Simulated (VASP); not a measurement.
# CoO (Fm-3m) in VASP: a series of runs, part 2 of 2

VASP 6.6.1. Earlier steps stand in the parts before.

### Step 5. Single point, BLYP+U, collinear spin, ferromagnetic start (10.10 Å³/atom)

This run uses another cell than the first one, of 10.10 Å³/atom.

Input file INCAR:

```
SYSTEM = CoO
PREC = Accurate
ENCUT = 700
EDIFF = 1E-6
ISMEAR = 0
SIGMA = 0.05
LREAL = .False.
LASPH = .True.
NELM = 200
ALGO = Normal
ISIF = 2
LWAVE = .False.
LCHARG = .False.
ISPIN = 2
MAGMOM = 2.87 0.27
LORBIT = 11
LMAXMIX = 4
LDAU = .True.
LDAUTYPE = 2
LDAUL = 2 -1
LDAUU = 3.3 0
LDAUJ = 0 0
LDAUPRINT = 1
GGA = B5
ALDAX = 1.0
AGGAX = 1.0
AGGAC = 1.0
ALDAC = 0.0
NBANDS = 22
GGA_COMPAT = .False.
```

Input file KPOINTS:

```
regular mesh
0
Gamma
  10 10 10
  0 0 0
```

Input file POSCAR:

```
CoO
1.0
    0.0000000000      2.1617350460      2.1617350460
    2.1617350460      0.0000000000      2.1617350460
    2.1617350460      2.1617350460      0.0000000000
Co O
1 1
Direct
    0.0000000000      0.0000000000      0.0000000000
    0.5000000000      0.5000000000      0.5000000000
```

Launch:

```
$ cat potpaw_PBE.64/Co_sv/POTCAR potpaw_PBE.64/O/POTCAR > POTCAR
$ mpirun -np 1 vasp_std > vasp.out
```

It took 55 s on 1 thread of Intel Xeon Platinum 8488C (Sapphire Rapids), shared host; peak memory 0.2 GiB.

It converged, with:

```
Free energy                                           : -10.1109 eV
Pressure                                              : -1.3 GPa
Band gap on the k mesh                                : zero (filled and empty bands overlap)
Net moment                                            : 3.00 μB per cell
Site moments                                          : Co +2.67; O +0.26 μB
Valence electrons inside the program's atomic spheres : Co 14.89; O 5.00
```

Levels at points of the mesh, in eV from the Fermi level:
Spin up:
| k point | band 9 | band 10 | band 11 | band 12 | band 13 | band 14 | band 15 | band 16 | band 17 | band 18 |
| --- | --- | --- | --- | --- | --- | --- | --- | --- | --- | --- |
| (0.00, 0.00, 0.00) | -3.96 | -3.96 | -2.36 | -2.36 | -2.36 | 1.49 | 17.78 | 18.08 | 18.08 | 18.08 |
| (0.50, 0.00, 0.00) | -3.40 | -3.40 | -2.59 | -0.21 | -0.21 | 5.77 | 9.48 | 13.69 | 13.69 | 20.40 |
| (0.50, 0.50, 0.00) | -3.55 | -3.50 | -3.50 | -3.15 | -3.15 | 6.03 | 10.31 | 11.93 | 15.82 | 15.82 |
Spin down:
| k point | band 8 | band 9 | band 10 | band 11 | band 12 | band 13 |
| --- | --- | --- | --- | --- | --- | --- |
| (0.00, 0.00, 0.00) | -1.88 | -1.03 | -1.03 | -1.03 | 1.74 | 1.74 |
| (0.50, 0.00, 0.00) | -3.62 | -0.09 | -0.09 | 0.18 | 4.02 | 4.02 |
| (0.50, 0.50, 0.00) | -3.06 | -1.96 | 0.05 | 0.05 | 2.22 | 2.57 |

Eigenvalues of the final occupation matrices:
```
    site  spin  trace               eigenvalues
site 1 d     1   4.69  0.93 0.93 0.93 0.95 0.95
site 1 d     2   2.03  0.10 0.10 0.61 0.61 0.61
```

Caveat: the PAW data sets were made with another functional, which shifts forces and pressure a little; a cell with one magnetic atom can't hold antiferromagnetic order, which such compounds often take.

### Step 6. Single point, RPBE+D4+U, collinear spin, ferromagnetic start (10.17 Å³/atom)

This run uses another cell than the first one, of 10.17 Å³/atom.

Changes to INCAR since step 5:

```diff
@@ -12,5 +12,5 @@
 LWAVE = .False.
-LCHARG = .False.
+LCHARG = .True.
 ISPIN = 2
-MAGMOM = 2.87 0.27
+MAGMOM = 2.89 0.23
 LORBIT = 11
@@ -23,7 +23,6 @@
 LDAUPRINT = 1
-GGA = B5
-ALDAX = 1.0
-AGGAX = 1.0
-AGGAC = 1.0
-ALDAC = 0.0
+GGA = RP
+IVDW = 13
+LELF = .True.
+LVHAR = .True.
 NBANDS = 22
```

KPOINTS is that of step 5.

Input file POSCAR:

```
CoO
1.0
    0.0000000000      2.1662403143      2.1662403143
    2.1662403143      0.0000000000      2.1662403143
    2.1662403143      2.1662403143      0.0000000000
Co O
1 1
Direct
    0.0000000000      0.0000000000      0.0000000000
    0.5000000000      0.5000000000      0.5000000000
```

Potentials or basis: VASP PAW PBE potentials, release 64 (Co_sv, O).

Launch:

```
$ cat potpaw_PBE.64/Co_sv/POTCAR potpaw_PBE.64/O/POTCAR > POTCAR
$ mpirun -np 1 vasp_std > vasp.out
```

It took 1.8 min on 1 thread of Intel Xeon Platinum 8488C (Sapphire Rapids), shared host; peak memory 0.2 GiB.

Results (log left out):

| Property | Result |
| --- | --- |
| Free energy | -11.3771 eV |
| Pressure | -9.6 GPa |
| Band gap on the k mesh | zero (filled and empty bands overlap) |
| Net moment | 3.00 μB per cell |
| Site moments | Co +2.70; O +0.24 μB |
| Valence electrons inside the program's atomic spheres | Co 14.86; O 5.00 |
| Dispersion energy per atom | -0.572 eV |

Levels at points of the mesh, in eV from the Fermi level:
Spin up:
```
           k point  band 9  band 10  band 11  band 12  band 13  band 14  band 15  band 16  band 17  band 18
(0.00, 0.00, 0.00)   -4.08    -4.08    -2.43    -2.43    -2.43     1.13    17.05    17.68    17.68    17.68
(0.50, 0.00, 0.00)   -3.54    -3.54    -2.71    -0.35    -0.35     5.34     9.31    13.45    13.45    19.91
(0.50, 0.50, 0.00)   -3.79    -3.60    -3.60    -3.28    -3.28     5.86    10.00    11.39    15.61    15.61
```
Spin down:
| k point | band 8 | band 9 | band 10 | band 11 | band 12 | band 13 |
| --- | --- | --- | --- | --- | --- | --- |
| (0.00, 0.00, 0.00) | -1.98 | -1.03 | -1.03 | -1.03 | 1.59 | 1.85 |
| (0.50, 0.00, 0.00) | -3.66 | -0.09 | -0.09 | 0.17 | 4.06 | 4.06 |
| (0.50, 0.50, 0.00) | -3.18 | -2.01 | 0.06 | 0.06 | 2.33 | 2.64 |

Eigenvalues of the final occupation matrices:
```
    site  spin  trace               eigenvalues
site 1 d     1   4.68  0.93 0.93 0.93 0.95 0.95
site 1 d     2   2.00  0.09 0.09 0.61 0.61 0.61
```

Caveat: the cell stands under tension; the PAW data sets were made with another functional, which shifts forces and pressure a little; a cell with one magnetic atom can't hold antiferromagnetic order, which such compounds often take. The state reached can hang on the start; a lower one may exist.

### Step 7. Summary

| level | cell | gap on the mesh (eV) | pressure (GPa) | moment (μB) |
| --- | --- | --- | --- | --- |
| RPBE+D4+U | a = 3.035 Å, angles 60.0°, 2 atoms | none | -5.4 | 3.00 |
| RPBE+D4+U | a = 3.076 Å, angles 60.0°, 2 atoms | none | -11.3 | 3.00 |
| RPBE+D4+U | a = 3.056 Å, angles 60.0°, 2 atoms | none | -8.5 | 3.00 |
| BLYP+U | a = 3.057 Å, angles 60.0°, 2 atoms | none | -1.3 | 3.00 |
| RPBE+D4+U | a = 3.064 Å, angles 60.0°, 2 atoms | none | -9.6 | 3.00 |

Alike in all rows: task single point; potentials or basis VASP PAW PBE potentials, release 64 (Co_sv, O); spin collinear, ferromagnetic start; Co d U = 3.3 eV; k mesh 10 × 10 × 10; cutoff (eV) 700; smearing gaussian 0.05 eV.

Caveats: the PAW data sets were made with another functional, which shifts forces and pressure a little; a cell with one magnetic atom can't hold antiferromagnetic order, which such compounds often take; the cell stands under tension (at least some runs).

Total energies depend on the potentials used, so only differences within one code and one set of settings carry meaning.
